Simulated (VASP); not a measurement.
Crystal: CsEu.

```xyz
2
Lattice="4.4644 0.0000 0.0000 -2.2322 3.8663 0.0000 0.0000 0.0000 8.0086" Properties=species:S:1:pos:R:3 pbc="T T T"
Cs    0.0000    0.0000    4.0043
Eu    2.2322    1.2888    0.0000
```

Base run:

```yaml
Program: VASP 6.6.1
Functional: r2SCAN
Potentials_or_basis: VASP PAW PBE potentials, release 64 (Cs_sv, Eu)
Cutoff: 520 eV
k_mesh: 6 × 6 × 3
Occupations: methfessel-paxton, width 0.3 eV
Spin: collinear spin, ferromagnetic start
Starting_moments: "[0.0, 7.0] μB"
```

Its results: pressure -0.2 GPa; net moment 7.86 μB per cell; site moments Cs +0.05; Eu +6.70 μB.

Problem. The run is repeated on the same cell with these changes: functional from r2SCAN to PBE; further incar settings from ALGO = Normal; EDIFF = 1e-06; NBANDS = 24 to ALGO = Normal; EDIFF = 1e-07; NBANDS = 24. What comes out?

Solution. Pressure -0.2 GPa; net moment 7.51 μB per cell; site moments Cs +0.01; Eu +6.77 μB.

Caveats: the PAW data sets were made with another functional, which shifts forces and pressure a little (some runs).
